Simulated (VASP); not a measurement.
## TiC2: single point with PBE

TiC2:

```
Ti C
1.0
    -1.42872    1.42872    3.50483
     1.42872   -1.42872    3.50483
     1.42872    1.42872   -3.50483
Ti C
1 2
Direct
  0.00000 0.00000 0.00000
  0.66500 0.66500 0.00000
  0.33500 0.33500 0.00000
```

```
Program             : VASP 6.6.1
Task                : single point
Functional          : PBE
Potentials or basis : VASP PAW PBE potentials, release 64 (Ti_sv, C)
Cutoff              : 520 eV
k mesh              : 8 × 8 × 8
Occupations         : gaussian, width 0.1 eV
Spin                : no spin polarisation
```

| Item | Value |
| --- | --- |
| Pressure | -12.8 GPa |
| Largest force | 0.253 eV/Å |
| Band gap on the k mesh | zero (bands 10 and 11 overlap by 1.72 eV) |

Forces in eV/Å, atoms in the order of the input:
```
Ti   0.000  0.000  0.000
C    0.000  0.000 -0.253
C    0.000  0.000  0.253
```

Stress tensor (GPa, compression positive):
```
 -8.99   0.00   0.00
  0.00  -8.99   0.00
  0.00   0.00 -20.29
```

Levels at points of the mesh, in eV from the Fermi level:
```tsv
k point	band 7	band 8	band 9	band 10	band 11	band 12	band 13	band 14
(0.00, 0.00, 0.00)	-5.04	-1.29	-1.29	-0.19	3.00	3.32	3.32	3.41
(0.50, 0.00, 0.00)	-3.65	-3.46	-0.82	-0.24	2.57	2.81	3.03	4.04
(0.50, 0.50, 0.00)	-5.21	-4.45	-2.95	-0.90	0.35	2.69	4.36	4.58
(0.50, 0.50, 0.50)	-0.45	-0.34	-0.34	0.40	1.71	1.71	2.84	3.08
```

It took 54 s on 1 thread of Intel(R) Xeon(R) 6975P-C (Granite Rapids) (shared host), peak memory 0.18 GiB.

Caveat: the stress differs along the axes, from -20 to -9 GPa.
